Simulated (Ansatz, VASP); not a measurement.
# Rh in VASP and in Ansatz

Contents of INCAR:

```
PREC = Accurate
ENCUT = 520
EDIFF = 1E-6
ISMEAR = 0
SIGMA = 0.027000000000000003
LREAL = F
LASPH = T
NELM = 60
ALGO = Normal
ISIF = 2
LWAVE = F
LCHARG = F
GGA = PE
NBANDS = 14
```

The input KPOINTS:

```
regular mesh
0
Gamma
  12 12 12
```

Contents of POSCAR:

```
Rh
1.0
    0.0000000000      1.8978500000      1.8978500000
    1.8978500000      0.0000000000      1.8978500000
    1.8978500000      1.8978500000      0.0000000000
Rh
1
Direct
    0.0000000000      0.0000000000      0.0000000000
```

input.yaml

```yaml
crystal:
  lattice:
    - [0.0, 1.89785, 1.89785]
    - [1.89785, 0.0, 1.89785]
    - [1.89785, 1.89785, 0.0]
  atoms:
    - { symbol: Rh, position: [0.0, 0.0, 0.0] }
kpoints:
  mp_grid: { grid: [12, 12, 12] }
scf:
  occupations: { method: gaussian, width: 0.027 }
hamiltonian:
  xc: pbe
  pseudopotentials: { kind: all_electron, lapw: { basis_error: 0.001 } }
output:
  forces: true
  stress: true
  eigenvalues: true
```

Alike in both runs: task single point; functional PBE; k mesh 12 × 12 × 12; occupations gaussian, width 0.027 eV; no spin polarisation.

```csv
,VASP,Ansatz
version,VASP 6.6.1,Ansatz 0.2.0
potentials or method,"VASP PAW PBE potentials, release 64 (Rh_pv), cutoff 520 eV","all-electron LAPW, scalar-relativistic"
```

VASP gave:

- gap on the k mesh at the Fermi level (eV): none
- pressure (GPa): 7.4

Q: What did Ansatz give for the same quantities?

A: gap on the k mesh at the Fermi level (eV): none; pressure (GPa): 7.2.

A gap of «none» marks a metal or a gap that the smearing closes. Ansatz ran all-electron here, and VASP with PAW potentials.
